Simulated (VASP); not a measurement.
Write the native input for VASP 6.6.1 that does the following.

| Item | Value |
| --- | --- |
| Task | electric field gradients |
| Functional | r2SCAN |
| Potentials or basis | VASP PAW PBE potentials, release 64 (Cd, I) |
| Cutoff | 440 eV |
| k mesh | 8 × 8 × 4 |
| Occupations | fermi-dirac, width 0.02 eV |
| Spin | no spin polarisation |
| Dipole correction | no |
| Further INCAR settings | ALGO = Normal; EDIFF = 1e-08; NBANDS = 20; ISYM = 0 |

The system is CdI2.

```
CELL_PARAMETERS angstrom
4.24400 0.00000 0.00000
-2.12200 3.67541 0.00000
0.00000 0.00000 6.85900
ATOMIC_POSITIONS crystal
Cd 0.00000 0.00000 0.00000
I 0.33333 0.66667 0.25249
I 0.66667 0.33333 0.74751
```

The input as run:

POSCAR

```
CdI2
1.0
    4.2440000000      0.0000000000      0.0000000000
   -2.1220000000      3.6754118137      0.0000000000
    0.0000000000      0.0000000000      6.8590000000
Cd I
1 2
Direct
    0.0000000000      0.0000000000      0.0000000000
    0.3333333333      0.6666666667      0.2524926357
    0.6666666667      0.3333333333      0.7475073643
```

INCAR.step1

```
ALGO = Normal
EDIFF = 1E-5
ENCUT = 440
GGA = PE
GGA_COMPAT = False
ISMEAR = -1
ISYM = 0
LASPH = True
LCHARG = False
LREAL = False
LWAVE = True
NBANDS = 20
NELM = 120
PREC = Accurate
SIGMA = 0.02
```

INCAR.step2

```
ALGO = Normal
EDIFF = 1E-8
ENCUT = 440
GGA_COMPAT = False
ISIF = 2
ISMEAR = -1
ISTART = 1
ISYM = 0
LASPH = True
LCHARG = False
LEFG = True
LMIXTAU = True
LREAL = False
LWAVE = False
METAGGA = R2SCAN
NBANDS = 20
NELM = 120
PREC = Accurate
SIGMA = 0.02
```

KPOINTS

```
k-points
0
Gamma
  8 8 4
```

Potentials or basis: VASP PAW PBE potentials, release 64 (Cd, I).

Launch:

```console
$ cat potpaw_PBE.64/Cd/POTCAR potpaw_PBE.64/I/POTCAR > POTCAR
$ cp INCAR.step1 INCAR
$ mpirun -np 1 vasp_std > vasp.out
$ cp INCAR.step2 INCAR
$ mpirun -np 1 vasp_std > vasp.out
```

Results of the run:

```yaml
Pressure: 0.8 GPa
Largest_force: 0.061 eV/Å
Band_gap_on_the_k_mesh: 2.76 eV (least direct gap 3.13 eV)
Largest_electric_field_gradient_by_atom: Cd +0.2; I -41.7 V/Å²
```

Caveat: without QUAD_EFG the Cq values of the log hold for a quadrupole moment of 1 mb, not for the nuclei; the PAW data sets were made with another functional, which shifts forces and pressure a little; spin-orbit coupling is left out, which moves the levels of the heavy elements.

It took 8.9 min on 1 thread of Oxide Virtual Turin-like Processor, on a shared host, peak memory 0.33 GiB.
